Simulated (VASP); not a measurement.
# Ta2N: single point with LDA

Crystal: Ta2N.

```xyz
3
Lattice="3.1309 0.0000 0.0000 -1.5655 2.7115 0.0000 0.0000 0.0000 4.8532" Properties=species:S:1:pos:R:3 pbc="T T T"
Ta    1.5655    0.9038    3.6448
Ta    0.0000    1.8077    1.2083
N     0.0000    0.0000    0.0000
```

```
Program             : VASP 6.6.1
Task                : single point
Functional          : LDA
Potentials or basis : VASP PAW LDA potentials, release 64 (Ta_pv, N)
Cutoff              : 520 eV
k mesh              : 15 × 15 × 10
Occupations         : gaussian, width 0.1 eV
Spin                : no spin polarisation
```

```
Pressure               : -13.9 GPa
Largest force          : 0.040 eV/Å
Band gap on the k mesh : zero (an odd number of electrons rules out a gap without spin polarisation)
```

Forces in eV/Å, atoms in the order of the input:
```
Ta   0.000  0.000 -0.040
Ta   0.000  0.000  0.040
N    0.000  0.000  0.000
```

Stress tensor (GPa, compression positive):
```
-13.85   0.00   0.00
  0.00 -13.85   0.00
  0.00   0.00 -14.00
```

Levels at points of the mesh, in eV from the Fermi level:
```csv
k point,band 9,band 10,band 11,band 12,band 13,band 14,band 15,band 16,band 17,band 18
"(0.00, 0.00, 0.00)",-6.24,-6.24,-4.71,-0.55,-0.31,-0.31,0.20,0.20,0.48,1.32
"(0.00, 0.00, 0.50)",-6.39,-6.39,-2.61,-2.50,-1.18,-1.18,1.82,1.85,2.13,2.13
```

It took 70 s on 1 thread of AMD EPYC 9R45 96-Core Processor (Zen 5), on a shared host, peak memory 0.25 GiB.

Caveat: the cell stands under tension; spin-orbit coupling is left out, which moves the levels of the heavy elements.
